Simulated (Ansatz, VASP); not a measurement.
WF2: VASP beside Ansatz

```xyz
3
Lattice="2.7550 0.0000 0.0000 -1.3775 2.3859 0.0000 0.0000 0.0000 5.8360" Properties=species:S:1:pos:R:3 pbc="T T T"
W     0.0000    0.0000    0.0000
F     0.0000    1.5906    1.5076
F     1.3775    0.7953    4.3283
```

Alike in both runs: functional PBEsol; k mesh 12 × 12 × 4; occupations gaussian, width 0.1 eV; no spin polarisation.

Ansatz relaxed the structure, and its values are those at the end. VASP's run is a single point on that final structure, the one shown.

|  | VASP | Ansatz |
| --- | --- | --- |
| version | VASP 6.6.1 | Ansatz 0.2.0 |
| potentials or method | VASP PAW PBE potentials, release 64 (W_sv, F_h), cutoff 910 eV | scalar-relativistic, plane waves, PAW |
| valence electrons in the cell | 28 | 28 |

|  | VASP | Ansatz | Ansatz less VASP |
| --- | --- | --- | --- |
| gap on the k mesh at the Fermi level (eV) | none | none | - |
| rms of the force components (eV/Å) | 0.058 | 0.002 | -0.0558 |

VASP's potentials were made for PBE, not for PBEsol. A gap of «none» marks a metal or a gap that the smearing closes. The functional is the same, so the differences come from potentials, cutoffs and numerics.

Neither program's run includes spin-orbit coupling. Noted on VASP's run: the cutoff is short for stress, so the pressure is rough.
